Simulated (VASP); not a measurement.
# Ag20Pb in VASP: single point with PBEsol

Aim: the single point of Ag20Pb with PBEsol.

All numbers are computed with VASP 6.6.1; they aren't measurements. Logs are shortened: lines on timing, memory, paths and dates and some standing lists are left out, and cuts for length are marked.

### Step 1. The cell of the first run

The cell holds a slab with vacuum, 21 atoms: a = 4.985 Å, b = 4.985 Å, c = 26.099 Å, α = 90.00°, β = 90.00°, γ = 60.00°.

### Step 2. Single point, PBEsol

Contents of INCAR:

```
  PREC = Accurate
  ENCUT = 400
  EDIFF = 1E-6
  ISMEAR = 0
  SIGMA = 0.1
  LREAL = False
  LASPH = True
  NELM = 120
  ALGO = Normal
  ISIF = 2
  LWAVE = False
  LCHARG = True
  GGA = PS
  LELF = True
  LVHAR = True
  NBANDS = 133
  GGA_COMPAT = False
  NELMDL = -8
```

Contents of KPOINTS:

```
regular mesh
0
Gamma
  7 7 1
```

Contents of POSCAR:

```
Ag20Pb
1.0
    4.3168868991      2.4923558133      0.0000000000
    0.0000000000      4.9847116266      0.0000000000
    0.0000000000      0.0000000000     26.0988935736
Ag Pb
20 1
Direct
    0.0000000000      0.0000000000      0.2328297019
    0.3337169031      0.0000000000      0.3215489072
    0.0000000000      0.3333326152      0.4104053244
    0.0000000000      0.0000000000      0.4999400280
    0.3346447631      0.0000000000      0.5890151057
    0.0000000000      0.3315728098      0.6783054889
    0.3333333333      0.3333333333      0.2326672033
    0.6662830969      0.3337169031      0.3215489072
    0.3333326152      0.6666673848      0.4104053244
    0.3333333333      0.3333333333      0.4996843321
    0.6653552369      0.3346447631      0.5890151057
    0.3315728098      0.6684271902      0.6783054889
    0.3333333333      0.3333333333      0.7675860648
    0.6666666667      0.6666666667      0.2326672033
    0.0000000000      0.6662830969      0.3215489072
    0.6666673848      0.0000000000      0.4104053244
    0.6666666667      0.6666666667      0.4996843321
    0.0000000000      0.6653552369      0.5890151057
    0.6684271902      0.0000000000      0.6783054889
    0.6666666667      0.6666666667      0.7675860648
    0.0000000000      0.0000000000      0.7848569109
```

Potentials or basis: VASP PAW PBE potentials, release 64 (Ag, Pb_d).

Run with:

```bash
cat potpaw_PBE.64/Ag/POTCAR potpaw_PBE.64/Pb_d/POTCAR > POTCAR
mpirun -np 1 vasp_std > vasp.out
```

OUTCAR:

```text
PREC = Accurate
   ENCUT = 400
   EDIFF = 1E-6
   ISMEAR = 0
   LREAL = False
   LASPH = True
   NELM = 120
   ISIF = 2
   GGA = PS
   NELMDL = -8

 ion  position               nearest neighbor table
   1  0.000  0.000  0.233-   2 2.85   8 2.85  15 2.85  14 2.88   7 2.88  14 2.88   7 2.88   7 2.88
                            14 2.88
   2  0.334  0.000  0.322-   1 2.85  16 2.85   7 2.85  14 2.85   3 2.85   9 2.85  15 2.88  15 2.88
                             8 2.88   8 2.88   8 2.88  15 2.88
   3  0.000  0.333  0.410-  15 2.85   8 2.85   2 2.85  10 2.86  17 2.86   4 2.87  16 2.88   9 2.88
                            16 2.88   9 2.88  16 2.88   9 2.88
   4  0.000  0.000  0.500-   5 2.86  11 2.86  18 2.86  16 2.87   9 2.87   3 2.87  17 2.88  10 2.88
                            17 2.88  10 2.88  10 2.88  17 2.88
   5  0.335  0.000  0.589-  10 2.86  17 2.86   4 2.86   6 2.86  12 2.86  19 2.86  18 2.87  18 2.87
                            11 2.87  11 2.87  11 2.89  18 2.89
   6  0.000  0.332  0.678-   5 2.86  11 2.86  19 2.86  12 2.86  18 2.86  13 2.86  20 2.86  19 2.89
                            12 2.89  19 2.89  12 2.89  21 3.23
   7  0.333  0.333  0.233-   2 2.85  15 2.85   8 2.85  14 2.88  14 2.88  14 2.88   1 2.88   1 2.88
                             1 2.88
   8  0.666  0.334  0.322-   1 2.85   9 2.85   7 2.85  14 2.85   3 2.85  16 2.85  15 2.88  15 2.88
                             2 2.88   2 2.88   2 2.88  15 2.88
   9  0.333  0.667  0.410-   8 2.85  15 2.85   2 2.85  17 2.86  10 2.86   4 2.87  16 2.88   3 2.88
[... 11 lines left out ...]
  15  0.000  0.666  0.322-   1 2.85   3 2.85  14 2.85   7 2.85   9 2.85  16 2.85   8 2.88   2 2.88
                             2 2.88   8 2.88   8 2.88   2 2.88
  16  0.667  0.000  0.410-   2 2.85  15 2.85   8 2.85  17 2.86  10 2.86   4 2.87   9 2.88   3 2.88
                             3 2.88   9 2.88   3 2.88   9 2.88
  17  0.667  0.667  0.500-  18 2.86   5 2.86  11 2.86  16 2.86   3 2.86   9 2.86  10 2.88  10 2.88
                            10 2.88   4 2.88   4 2.88   4 2.88
  18  0.000  0.665  0.589-  17 2.86  10 2.86   4 2.86  12 2.86  19 2.86   6 2.86  11 2.87   5 2.87
                             5 2.87  11 2.87  11 2.89   5 2.89
  19  0.668  0.000  0.678-  18 2.86  11 2.86  12 2.86   6 2.86   5 2.86  20 2.86  13 2.86   6 2.89
                            12 2.89  12 2.89   6 2.89  21 3.23
  20  0.667  0.667  0.768-  19 2.86   6 2.86  12 2.86  13 2.88  13 2.88  13 2.88  21 2.91  21 2.91
                            21 2.91
  21  0.000  0.000  0.785-  13 2.91  20 2.91  20 2.91  13 2.91  13 2.91  20 2.91  19 3.23  12 3.23
                             6 3.23

  LATTYP: Found a hexagonal cell.
 ALAT       =     4.9847116266
 C/A-ratio  =     5.2357880513

  Lattice vectors:

 A1 = (   0.0000000000,  -4.9847116266,   0.0000000000)
 A2 = (   4.3168868991,   2.4923558133,   0.0000000000)
 A3 = (   0.0000000000,   0.0000000000,  26.0988935736)

Analysis of symmetry for initial positions (statically):
=====================================================================
 Subroutine PRICEL returns:
 Original cell was already a primitive cell.

 Routine SETGRP: Setting up the symmetry group for a
 hexagonal supercell.

 Subroutine GETGRP returns: Found  6 space group operations
 (whereof  6 operations were pure point group operations)
 out of a pool of 24 trial point group operations.

The static configuration has the point symmetry C_3v.

Analysis of symmetry for dynamics (positions and initial velocities):
=====================================================================
 Subroutine PRICEL returns:
 Original cell was already a primitive cell.

 Routine SETGRP: Setting up the symmetry group for a
 hexagonal supercell.

 Subroutine GETGRP returns: Found  6 space group operations
 (whereof  6 operations were pure point group operations)
 out of a pool of 24 trial point group operations.

The dynamic configuration has the point symmetry C_3v.

 Subroutine INISYM returns: Found  6 space group operations
 (whereof  6 operations are pure point group operations),
 and found     1 'primitive' translations

----------------------------------------------------------------------------------------

                                     Primitive cell

  volume of cell :     561.6074

[... 54 lines left out ...]

----------------------------------------------------------------------------------------

 KPOINTS: regular mesh

Automatic generation of k-mesh.
 Grid dimensions read from file:
 generate k-points for:    7    7    1

 Generating k-lattice:

  Cartesian coordinates                     Fractional coordinates (reciprocal lattice)
     0.033092630  0.000000000  0.000000000     0.142857143  0.000000000  0.000000000
    -0.016546315  0.028659059  0.000000000     0.000000000  0.142857143  0.000000000
     0.000000000  0.000000000  0.038315801     0.000000000  0.000000000  1.000000000

  Length of vectors
     0.033092630  0.033092630  0.038315801

  Shift w.r.t. Gamma in fractional coordinates (k-lattice)
     0.000000000  0.000000000  0.000000000

 Subroutine IBZKPT returns following result:
 ===========================================

 Found      8 irreducible k-points:

 Following reciprocal coordinates:
            Coordinates               Weight
  0.000000  0.000000  0.000000      1.000000
  0.142857  0.000000  0.000000      6.000000
  0.285714  0.000000  0.000000      6.000000
  0.428571  0.000000  0.000000      6.000000
  0.285714  0.142857  0.000000      6.000000
  0.428571  0.142857  0.000000     12.000000
 -0.428571  0.142857  0.000000      6.000000
 -0.428571  0.285714  0.000000      6.000000
   k-points           NKPTS =      8   k-points in BZ     NKDIM =      8   number of bands    NBANDS=    133
   number of dos      NEDOS =    301   number of ions     NIONS =     21
   total plane-waves  NPLWV = 233280
   dimension x,y,z NGX =    36 NGY =   36 NGZ =  180
   dimension x,y,z NGXF=    72 NGYF=   72 NGZF=  360
   ions per type =              20   1
   NGX,Y,Z   is equivalent  to a cutoff of  12.01, 12.01, 11.47 a.u.
   NGXF,Y,Z  is equivalent  to a cutoff of  24.01, 24.01, 22.93 a.u.
 SYSTEM =  unknown system
   PREC   = accura    normal or accurate (medium, high low for compatibility)
   ISTART =      0    job   : 0-new  1-cont  2-samecut
   ICHARG =      2    charge: 1-file 2-atom 10-const
   ISPIN  =      1    spin polarized calculation?
   LNONCOLLINEAR =      F non collinear calculations
   LSORBIT =      F    spin-orbit coupling
   LASPH  =      T    aspherical Exc in radial PAW
   ENCUT  =  400.0 eV  29.40 Ry    5.42 a.u.   8.13  8.13 42.56*2*pi/ulx,y,z
   NELM   =    120;   NELMIN=  2; NELMDL= -8     # of ELM steps
   EDIFF  = 0.1E-05   stopping-criterion for ELM
   LREAL  =      F    real-space projection
   EDIFFG = 0.1E-04   stopping-criterion for IOM
   NSW    =      0    number of steps for IOM
   IBRION =     -1    ionic relax: 0-MD 1-quasi-New 2-CG
   NFREE  =      0    steps in history (QN), initial steepest desc. (CG)
   ISIF   =      2    stress and relaxation
   ISYM   =      2    0-nonsym 1-usesym 2-fastsym
   POTIM  = 0.5000    time-step for ionic-motion
   TEBEG  =    0.0;   TEEND  =   0.0 temperature during run
   PSTRESS=    0.0 pullay stress
   NELECT =     234.0000    total number of electrons
   NUPDOWN=      -1.0000    fix difference up-down
   EMIN   =  10.00;   EMAX   =-10.00  energy-range for DOS
   EFERMI =   0.00;   METHOD = LEGACY
   ISMEAR =     0;   SIGMA  =   0.10  broadening in eV -4-tet -1-fermi 0-gaus
   EFERMI_NEDOS =   21; number of points for ismear=-14 and -15
   IALGO  =     38    algorithm
   IMIX   =      4    mixing-type and parameters
     AMIX     =   0.40;   BMIX     =  1.00
     AMIX_MAG =   1.60;   BMIX_MAG =  1.00
  volume/ion in A,a.u.               =      26.74       180.47
  Fermi-wavevector in a.u.,A,eV,Ry     =   1.222745  2.310653 20.342139  1.495105
  Thomas-Fermi vector in A             =   2.357881
   LORBIT       =      0    0 simple, 1 ext, 2 COOP (PROOUT), +10 PAW based schemes
   GGA     = PS    functional components
   LHFCALC =     F    Hartree Fock is set to
   AEXX    =    0.0000 exact exchange contribution
   IVDW    =     0    specifies the selected vdW correction
   LEPSILON=     F    determine dielectric tensor
   LRPA    =     F    only Hartree local field effects (RPA)
 non-spin polarized calculation
 Gauss-broadening in eV      SIGMA  =   0.10
  energy-cutoff  :      400.00
  volume of cell :      561.61
 maximum number of plane-waves:     10222
 NGX is ok and might be reduce to    36
   NGX = 17   NGY = 17   NGZ = 85

 number of electron     233.9999918 magnetization

 Free energy of the ion-electron system (eV)
  ---------------------------------------------------
  ext. energy  EPLUGINS =         0.00000000
  ---------------------------------------------------
  free energy    TOTEN  =       -67.94047501 eV

  energy without entropy =      -67.90943448  energy(sigma->0) =      -67.92495474

 E-fermi :   3.9366     XC(G=0):  -8.5630

 val. band max:        3.9331647678   @ k =   0.2857   0.1429   0.0000
 cond. band min:       3.9442403814   @ k =   0.2857   0.1429   0.0000
 fundamental gap:      0.0110756135
 Fermi energy:         3.9365520612

 k-point     1 :       0.0000    0.0000    0.0000
  band No.  band energies     occupation
      1     -12.7772      2.00000
      2     -12.7187      2.00000
      3     -12.7187      2.00000
      4     -12.6935      2.00000
      5     -12.6935      2.00000
      6      -5.7424      2.00000
[... 1045 lines left out ...]
    128       7.8178      0.00000
    129       8.3644      0.00000
 [bands above 129 left out]

------------------------ aborting loop because EDIFF is reached ----------------------------------------

  FORCE on cell =-STRESS in cart. coord.  units (eV):
  Direction    XX          YY          ZZ          XY          YZ          ZX
  --------------------------------------------------------------------------------------
  -------------------------------------------------------------------------------------
  Total       -3.9543896     -3.9543896     -1.1599498      0.0000000      0.0000000      0.0000000
  in kB      -11.2812502    -11.2812502     -3.3091539      0.0000000      0.0000000      0.0000000
  external PRESSURE =      -8.6238848 kB  Pullay stress =       0.0000000 kB

 VOLUME and BASIS-vectors are now :
 -----------------------------------------------------------------------------
  energy-cutoff  :      400.00
  volume of cell :      561.61
      direct lattice vectors                 reciprocal lattice vectors
     4.316886899  2.492355813  0.000000000     0.231648413  0.000000000  0.000000000
     0.000000000  4.984711627  0.000000000    -0.115824207  0.200613411  0.000000000
     0.000000000  0.000000000 26.098893574     0.000000000  0.000000000  0.038315801

 POSITION                                       TOTAL-FORCE (eV/Angst)
 -----------------------------------------------------------------------------------
      0.00000      0.00000      6.07660         0.000000     -0.000000      0.006823
      1.44062      0.83174      8.39207         0.000319      0.000184      0.000936
      0.00000      1.66157     10.71112         0.000000     -0.000390      0.000166
      0.00000      0.00000     13.04788         0.000000     -0.000000      0.000811
      1.44462      0.83405     15.37264         0.000795      0.000459     -0.000780
      0.00000      1.65279     17.70302         0.000000     -0.000308     -0.002084
[... 13 lines left out ...]
      2.87792      4.98471     20.03315         0.000000     -0.000000     -0.006946
      0.00000      0.00000     20.48390         0.000000     -0.000000     -0.001351
 -----------------------------------------------------------------------------------
    total drift:                               -0.000000      0.000000      0.001377

  FREE ENERGIE OF THE ION-ELECTRON SYSTEM (eV)
  ---------------------------------------------------
  free  energy   TOTEN  =       -67.9404750099 eV

  energy  without entropy=      -67.9094344783  energy(sigma->0) =      -67.92495474
```

It took 23 min on 1 thread of Intel Xeon Platinum 8488C (Sapphire Rapids), shared host; peak memory 0.68 GiB.

What came out:

- Free energy: -67.9405 eV
- Largest force: 0.007 eV/Å
- Band gap on the k mesh: zero (bands 117 and 118 overlap by 4.14 eV)

Forces in eV/Å, atoms in the order of the input:
```
Ag   0.000  0.000  0.007
Ag   0.000  0.000  0.001
Ag   0.000  0.000  0.000
Ag   0.000  0.000  0.001
Ag   0.001  0.000 -0.001
Ag   0.000  0.000 -0.002
Ag   0.000  0.000  0.007
Ag   0.000  0.000  0.001
Ag   0.000  0.000  0.000
Ag   0.000  0.000  0.000
Ag  -0.001  0.000 -0.001
Ag   0.000  0.000 -0.002
Ag   0.000  0.000 -0.007
Ag   0.000  0.000  0.007
Ag   0.000  0.000  0.001
Ag   0.000  0.000  0.000
Ag   0.000  0.000  0.000
Ag   0.000 -0.001 -0.001
Ag   0.000  0.000 -0.002
Ag   0.000  0.000 -0.007
Pb   0.000  0.000 -0.001
```

Levels at points of the mesh, in eV from the Fermi level:
```csv
k point,band 115,band 116,band 117,band 118,band 119,band 120
"(0.00, 0.00, 0.00)",2.02,2.02,2.98,2.98,3.15,3.22
```

Caveat: the PAW data sets were made with another functional, which shifts forces and pressure a little; spin-orbit coupling is left out, which moves the levels of the heavy elements.
